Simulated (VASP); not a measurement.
# Ag (P6/mmm) in VASP: further runs, part 2 of 2

VASP 6.6.1. The steps go on from the part before.

### 4 Single point, PBE

This run uses another cell than the first one, of 12.41 Å³/atom, 1.511 times its volume.

INCAR

```
SYSTEM = Ag
  ALGO = Normal
  EDIFF = 1E-6
  ENCUT = 520
  GGA = PE
  ISIF = 2
  ISMEAR = -1
  LASPH = .TRUE.
  LCHARG = .TRUE.
  LELF = .TRUE.
  LREAL = .FALSE.
  LVHAR = .TRUE.
  LWAVE = .FALSE.
  NBANDS = 24
  NELM = 60
  PREC = Accurate
  SIGMA = 0.05
```

KPOINTS

```
k-points
0
G
  8 8 11
  0 0 0
```

POSCAR

```
Ag
1.0
    4.1575460004      0.0000000000      0.0000000000
   -2.0787730002      3.6005404538      0.0000000000
    0.0000000000      0.0000000000      2.4864981934
Ag
3
Direct
    0.0000000000      0.0000000000      0.0000000000
    0.3333333333      0.6666666667      0.5000000000
    0.6666666667      0.3333333333      0.5000000000
```

On the command line:

```console
$ cat potpaw_PBE.64/Ag/POTCAR > POTCAR
$ mpirun -np 1 vasp_std > vasp.out
```

Wall time 15 s (1 thread of Intel Xeon 6975P-C (Granite Rapids), shared host); peak memory 0.17 GiB.

It converged, with:

```yaml
Free_energy: -4.4301 eV
Pressure: 98.2 GPa
```

Levels at points of the mesh, in eV from the Fermi level:
```
           k point  band 12  band 13  band 14  band 15  band 16  band 17  band 18  band 19  band 20  band 21
(0.00, 0.00, 0.00)    -5.22    -5.15    -5.15    -3.24    -3.24     5.64     5.64     5.66     5.66     6.86
(0.50, 0.00, 0.00)    -3.94    -3.82    -3.77    -3.77    -3.29    -3.17    -1.32     6.04    13.72    14.59
```

### 5 Single point, PBE

INCAR

```
PREC = Accurate
ENCUT = 520
EDIFF = 1E-7
ISMEAR = -1
SIGMA = 0.05
LREAL = False
LASPH = True
NELM = 60
ALGO = Normal
ISIF = 2
LWAVE = False
LCHARG = False
GGA = PE
NBANDS = 24
```

KPOINTS

```
Automatic mesh
0
Gamma
  8 8 11
```

POSCAR is that of step 4.

Potentials or basis: VASP PAW PBE potentials, release 64 (Ag).

On the command line:

```console
$ cat potpaw_PBE.64/Ag/POTCAR > POTCAR
$ mpirun -np 1 vasp_std > vasp.out
```

OUTCAR:

```text
PREC = Accurate
   ENCUT = 520
   EDIFF = 1E-7
   ISMEAR = -1
   LREAL = False
   LASPH = True
   NELM = 60
   ISIF = 2
   GGA = PE

 ion  position               nearest neighbor table
   1  0.000  0.000  0.000-   2 2.70   3 2.70   2 2.70   3 2.70   3 2.70   3 2.70   2 2.70   2 2.70
                             3 2.70   3 2.70   2 2.70   2 2.70
   2  0.333  0.667  0.500-   3 2.40   3 2.40   3 2.40   1 2.70   1 2.70   1 2.70   1 2.70   1 2.70
                             1 2.70   3 3.46   3 3.46   3 3.46   3 3.46   3 3.46   3 3.46
   3  0.667  0.333  0.500-   2 2.40   2 2.40   2 2.40   1 2.70   1 2.70   1 2.70   1 2.70   1 2.70
                             1 2.70   2 3.46   2 3.46   2 3.46   2 3.46   2 3.46   2 3.46

  LATTYP: Found a hexagonal cell.
 ALAT       =     4.1575460004
 C/A-ratio  =     0.5980687149

  Lattice vectors:

 A1 = (   4.1575460004,   0.0000000000,   0.0000000000)
 A2 = (  -2.0787730002,   3.6005404538,   0.0000000000)
 A3 = (   0.0000000000,   0.0000000000,   2.4864981934)

Analysis of symmetry for initial positions (statically):
=====================================================================
 Subroutine PRICEL returns:
 Original cell was already a primitive cell.

[... 165 lines left out ...]
  ext. energy  EPLUGINS =         0.00000000
  ---------------------------------------------------
  free energy    TOTEN  =        -4.43014485 eV

  energy without entropy =       -4.42354872  energy(sigma->0) =       -4.42684678

 E-fermi :  14.0432     XC(G=0): -14.2062

 val. band max:       13.9649996876   @ k =   0.2500   0.2500   0.4545
 cond. band min:      14.0768083593   @ k =   0.3750   0.1250   0.4545
 fundamental gap:      0.1118086717
 Fermi energy:        14.0431591693

 k-point     1 :       0.0000    0.0000    0.0000
  band No.  band energies     occupation
      1       3.3262      2.00000
      2       4.8113      2.00000
      3       6.7062      2.00000
      4       6.9794      2.00000
      5       7.0256      2.00000
      6       7.0256      2.00000
[... 637 lines left out ...]
     23      29.0758      0.00000
     24      29.4723      0.00000

 [... further k-points ...]
[... 5 lines left out ...]
  --------------------------------------------------------------------------------------
  -------------------------------------------------------------------------------------
  Total       22.8216223     22.8216223     22.8157853      0.0000000     -0.0000000      0.0000000
  in kB      982.3453415    982.3453415    982.0940914      0.0000000     -0.0000000      0.0000000
  external PRESSURE =     982.2615915 kB  Pullay stress =       0.0000000 kB

 VOLUME and BASIS-vectors are now :
 -----------------------------------------------------------------------------
  energy-cutoff  :      520.00
  volume of cell :       37.22
      direct lattice vectors                 reciprocal lattice vectors
     4.157546000  0.000000000  0.000000000     0.240526503  0.138868041  0.000000000
    -2.078773000  3.600540454  0.000000000     0.000000000  0.277736082  0.000000000
     0.000000000  0.000000000  2.486498193     0.000000000  0.000000000  0.402172020

 POSITION                                       TOTAL-FORCE (eV/Angst)
 -----------------------------------------------------------------------------------
      0.00000      0.00000      0.00000        -0.000000      0.000000      0.000000
     -0.00000      2.40036      1.24325         0.000000      0.000000      0.000000
      2.07877      1.20018      1.24325        -0.000000     -0.000000     -0.000000
 -----------------------------------------------------------------------------------
    total drift:                               -0.000000      0.000000      0.000000

  FREE ENERGIE OF THE ION-ELECTRON SYSTEM (eV)
  ---------------------------------------------------
  free  energy   TOTEN  =        -4.4301448469 eV

  energy  without entropy=       -4.4235487153  energy(sigma->0) =       -4.42684678
```

stdout:

```text
POSCAR found type information on POSCAR Ag
 POSCAR found :  1 types and       3 ions
 scaLAPACK will be used
 LDA part: xc-table for (Slater+PW92), standard interpolation
 POSCAR, INCAR and KPOINTS ok, starting setup
 FFT: planning ... GRIDC
 FFT: planning ... GRID_SOFT
 FFT: planning ... GRID
 WAVECAR not read
 entering main loop
```

Wall time 20 s (1 thread of Intel Xeon 6975P-C (Granite Rapids), shared host); peak memory 0.17 GiB.

What came out:

* Free energy: -4.4301 eV
* Pressure: 98.2 GPa

Levels at points of the mesh, in eV from the Fermi level:
```csv
k point,band 13,band 14,band 15,band 16,band 17,band 18,band 19,band 20
"(0.00, 0.00, 0.00)",-5.15,-5.15,-3.24,-3.24,5.64,5.64,5.66,5.66
"(0.50, 0.00, 0.00)",-3.82,-3.77,-3.77,-3.29,-3.17,-1.32,6.04,13.72
```

### 6 Single point, PBE

This run uses another cell than the first one, of 13.87 Å³/atom, 1.689 times its volume.

INCAR

```
SYSTEM = Ag
PREC = Accurate
ENCUT = 520
EDIFF = 1E-7
ISMEAR = -1
SIGMA = 0.05
LREAL = .False.
LASPH = .True.
NELM = 60
ALGO = Normal
ISIF = 2
LWAVE = .False.
LCHARG = .False.
GGA = PE
NBANDS = 24
```

KPOINTS

```
Automatic mesh
0
Gamma
  8 8 11
  0 0 0
```

POSCAR

```
Ag
1.0
    4.3145809632      0.0000000000      0.0000000000
   -2.1572904816      3.7365367208      0.0000000000
    0.0000000000      0.0000000000      2.5804158918
Ag
3
Direct
    0.0000000000      0.0000000000      0.0000000000
    0.3333333333      0.6666666667      0.5000000000
    0.6666666667      0.3333333333      0.5000000000
```

Potentials or basis: VASP PAW PBE potentials, release 64 (Ag).

On the command line:

```console
$ cat potpaw_PBE.64/Ag/POTCAR > POTCAR
$ mpirun -np 1 vasp_std > vasp.out
```

Wall time 20 s (1 thread of Intel Xeon 6975P-C (Granite Rapids), shared host); peak memory 0.18 GiB.

It converged, with:

* Free energy: -6.4111 eV
* Pressure: 51.0 GPa

Stress tensor (GPa, compression positive):
```
51.13  0.00  0.00
 0.00 51.13  0.00
 0.00  0.00 50.90
```

Levels at points of the mesh, in eV from the Fermi level:
```
           k point  band 14  band 15  band 16  band 17  band 18  band 19
(0.00, 0.00, 0.00)    -4.68    -3.13    -3.13     5.22     5.22     5.22
(0.50, 0.00, 0.00)    -3.56    -3.56    -3.08    -3.06    -0.91     5.21
```
